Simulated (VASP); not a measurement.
A run of VASP 6.6.1 is set up as follows.

The input INCAR:

```
SYSTEM = GaN
PREC = Accurate
ENCUT = 600
EDIFF = 1E-6
ISMEAR = -1
SIGMA = 0.1
LREAL = .FALSE.
LASPH = .TRUE.
NELM = 80
ALGO = Normal
ISIF = 3
LWAVE = .FALSE.
LCHARG = .FALSE.
GGA = PE
IBRION = 2
NSW = 32
EDIFFG = -0.005
PSTRESS = 1700.0
```

The input KPOINTS:

```
regular mesh
0
G
  16 16 16
  0 0 0
```

POSCAR

```
GaN
1.0
    2.3772065728      0.0000000000      0.0000000000
    0.0000000000      2.3772065728      0.0000000000
    0.0000000000      0.0000000000      2.3772065728
Ga N
1 1
Direct
    0.0000000000      0.0000000000      0.0000000000
    0.5000000000      0.5000000000      0.5000000000
```

Potentials or basis: VASP PAW PBE potentials, release 64 (Ga_d, N).

The run is started by

```sh
$ cat potpaw_PBE.64/Ga_d/POTCAR potpaw_PBE.64/N/POTCAR > POTCAR
$ mpirun -np 1 vasp_std > vasp.out
```

Problem. What does it give for the relaxed volume?

Solution. 6.74 Å³/atom.

Problem. What does it give for the band gap on the k mesh?

Solution. Zero (band 9 reaches 14.55 eV, above the bottom of band 10 at 12.90 eV).

Final structure:
```
Ga N
1.0
     2.37999    0.00000    0.00000
     0.00000    2.37999    0.00000
     0.00000    0.00000    2.37999
Ga N
1 1
Direct
  0.00000 0.00000 0.00000
  0.50000 0.50000 0.50000
```

Caveat: the cell is relaxed towards a set pressure, so the enthalpy falls and the energy may rise.
